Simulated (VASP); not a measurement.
Wanted: the native input for a VASP 6.6.1 run.

```yaml
Task: relaxation of cell and atoms
Functional: PBEsol
Potentials_or_basis: VASP PAW PBE potentials, release 64 (Mo_sv)
Cutoff: 600 eV
k_mesh: 8 × 8 × 8
Occupations: gaussian, width 0.1 eV
Spin: no spin polarisation
Dipole_correction: no
Further_INCAR_settings: ALGO = Normal; EDIFF = 1e-06; IBRION = 2; EDIFFG = -0.05; NSW = 100; ISIF = 3
```

The structure of Mo lies in POSCAR:

```
Mo
1.0
   -1.5838089700      1.5838089700      1.5838089700
    1.5838089700     -1.5838089700      1.5838089700
    1.5838089700      1.5838089700     -1.5838089700
Mo
1
Direct
    0.0000000000      0.0000000000      0.0000000000
```

The input as run:

INCAR

```
SYSTEM = Mo
PREC = Accurate ; ENCUT = 600
EDIFF = 1E-6 ; ISMEAR = 0
SIGMA = 0.1 ; LREAL = .FALSE.
LASPH = .TRUE. ; NELM = 80
ALGO = Normal ; ISIF = 3
LWAVE = .FALSE. ; LCHARG = .FALSE.
GGA = PS ; IBRION = 2
NSW = 100 ; EDIFFG = -0.05
```

KPOINTS

```
Automatic mesh
0
G
  8 8 8
  0 0 0
```

Potentials or basis: VASP PAW PBE potentials, release 64 (Mo_sv).

Run with:

```console
$ cat potpaw_PBE.64/Mo_sv/POTCAR > POTCAR
$ mpirun -np 1 vasp_std > vasp.out
```

It gave:

```json
{
  "Relaxed volume": "15.40 Å³/atom",
  "Relaxed cell": "a = 2.715 Å, b = 2.715 Å, c = 2.715 Å, α = 109.47°, β = 109.47°, γ = 109.47°",
  "Space group after relaxing (to 0.05 Å)": "Im-3m (No. 229)",
  "Energy gained by relaxing": "13.7 meV/atom",
  "Ionic steps": "3",
  "Pressure after relaxing": "-0.3 GPa",
  "Band gap on the k mesh": "zero (band 7 reaches 16.80 eV, above the bottom of band 8 at 11.31 eV)"
}
```

Caveat: the PAW data sets were made with another functional, which shifts forces and pressure a little.

Wall time 22 s on 1 thread of Intel(R) Xeon(R) Platinum 8259CL CPU @ 2.50GHz (Skylake/Cascade Lake) (shared host), peak memory 0.15 GiB.
